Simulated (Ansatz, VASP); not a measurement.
Two plane-wave programs on HfSiO4

```
Hf Si O
1.0
    -3.35593    3.35593    3.04430
     3.35593   -3.35593    3.04430
     3.35593    3.35593   -3.04430
Hf Si O
2 2 8
Cartesian
  0.0000 3.3559 1.5221
  0.0000 0.0000 0.0000
  3.3559 0.0000 1.5221
  0.0000 0.0000 3.0443
  3.3559 2.1309 -1.0992
  4.5810 0.0000 0.4229
  0.0000 1.2250 1.9451
  2.1309 0.0000 0.4229
  3.3559 1.2250 2.6214
  1.2250 0.0000 4.1435
  3.3559 -1.2250 2.6214
  2.1309 3.3559 1.0992
```

Alike in both runs: functional r2SCAN; k mesh 6 × 6 × 6; occupations fermi-dirac, width 0.02 eV; no spin polarisation.

Ansatz relaxed the structure, and its values are those at the end. VASP's run is a single point on that final structure, the one shown.

|  | VASP | Ansatz |
| --- | --- | --- |
| version | VASP 6.6.1 | Ansatz 0.2.0 |
| potentials or method | VASP PAW PBE potentials, release 64 (Hf_pv, Si, O), cutoff 520 eV | PAW plane waves |
| valence electrons in the cell | 76 | 108 |

VASP gave:

```
gap on the k mesh at the Fermi level (eV) : 5.61
pressure (GPa)                            : -13.9
rms of the force components (eV/Å)        : 0.094
```

Q: Estimate Ansatz's values.

A: gap on the k mesh at the Fermi level (eV): 5.67; pressure (GPa): -12.3; rms of the force components (eV/Å): 0.003.

VASP's potentials were made for PBE, not for r2SCAN. With one functional, cell and mesh, what is left measures potentials, basis and numerics. VASP's potentials hold 76 valence electrons a cell and Ansatz's 108, so a difference there can come from the potentials and not from the codes. Ansatz's warnings: stress scf threshold loose.

Spin-orbit coupling is off throughout.
